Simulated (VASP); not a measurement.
A run of VASP 6.6.1 is set up as follows.

File INCAR:

```
SYSTEM = HfC
ALGO     = Normal         ! electronic algorithm
EDIFF    = 1E-6           ! SCF threshold, eV
EDIFFG   = -0.005         ! ionic threshold
ENCUT    = 600            ! plane-wave cutoff, eV
GGA      = PE             ! functional
IBRION   = 2              ! ionic algorithm
ISIF     = 4              ! what is computed and relaxed
ISMEAR   = -1             ! smearing method
LASPH    = .True.         ! aspherical terms in the spheres
LCHARG   = .False.        ! write CHGCAR
LREAL    = .False.        ! projectors in reciprocal space
LWAVE    = .False.        ! write WAVECAR
NELM     = 80             ! most SCF steps
NSW      = 50             ! ionic steps
PREC     = Accurate       ! precision mode
SIGMA    = 0.05           ! smearing width, eV
```

The input KPOINTS:

```
k-points
0
Gamma
  10 10 6
  0 0 0
```

POSCAR

```
HfC
1.0
    3.1299693730      0.0000000000      0.0000000000
   -1.5649846865      2.7106329901      0.0000000000
    0.0000000000      0.0000000000      5.5259624299
Hf C
2 2
Direct
    0.0000000000      0.0000000000      0.0000000000
    0.0000000000      0.0000000000      0.5000000000
    0.3333333333      0.6666666667      0.2500000000
    0.6666666667      0.3333333333      0.7500000000
```

Potentials or basis: VASP PAW PBE potentials, release 64 (Hf_pv, C).

The run is started by

```console
$ cat potpaw_PBE.64/Hf_pv/POTCAR potpaw_PBE.64/C/POTCAR > POTCAR
$ mpirun -np 1 vasp_std > vasp.out
```

Predict the band gap on the k mesh.

zero (band 14 reaches 7.92 eV, above the bottom of band 15 at 6.17 eV).

Final structure:
```
Hf C
1.0
     3.11850    0.00000    0.00000
    -1.55925    2.70070    0.00000
     0.00000    0.00000    5.56669
Hf C
2 2
Direct
  0.00000 0.00000 0.00000
  0.00000 0.00000 0.50000
  0.33333 0.66667 0.25000
  0.66667 0.33333 0.75000
```

Caveat: spin-orbit coupling is left out, which moves the levels of the heavy elements.
